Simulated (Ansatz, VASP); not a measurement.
One calculation of TiO2, two programs

```
Ti O
1.0
     4.59220    0.00000    0.00000
     0.00000    4.59220    0.00000
     0.00000    0.00000    2.95740
Ti O
2 4
Direct
  0.00000 0.00000 0.00000
  0.50000 0.50000 0.50000
  0.30422 0.30422 0.00000
  0.19578 0.80422 0.50000
  0.69578 0.69578 0.00000
  0.80422 0.19578 0.50000
```

Alike in both runs: task electric field gradients; functional r2SCAN; k mesh 7 × 7 × 10; occupations fermi-dirac, width 0.02 eV; no spin polarisation.

```csv
,VASP,Ansatz
version,VASP 6.6.1,Ansatz 0.2.0
potentials or method,"VASP PAW PBE potentials, release 64 (Ti_sv, O)","plane-wave PAW, scalar-relativistic"
plane-wave cutoff (eV),520,500
valence electrons in the cell,48,48
```

|  | VASP | Ansatz | Ansatz less VASP |
| --- | --- | --- | --- |
| gap on the k mesh at the Fermi level (eV) | 2.21 | 2.20 | -0.009 |
| pressure (GPa) | 1.2 | 0.0 | -1.25 |
| traceless stress, the component that is largest in VASP (GPa) | 0.04 | -0.41 | -0.448 |
| rms of the force components (eV/Å) | 0.009 | 0.024 | +0.0146 |
| size of Vzz on the site where it differs most (V/Å²) | 25.7 | 26.6 | +0.91 |

VASP's potentials were made for PBE, not for r2SCAN. Atom by atom the forces differ by 0.015 eV/Å (rms over components).
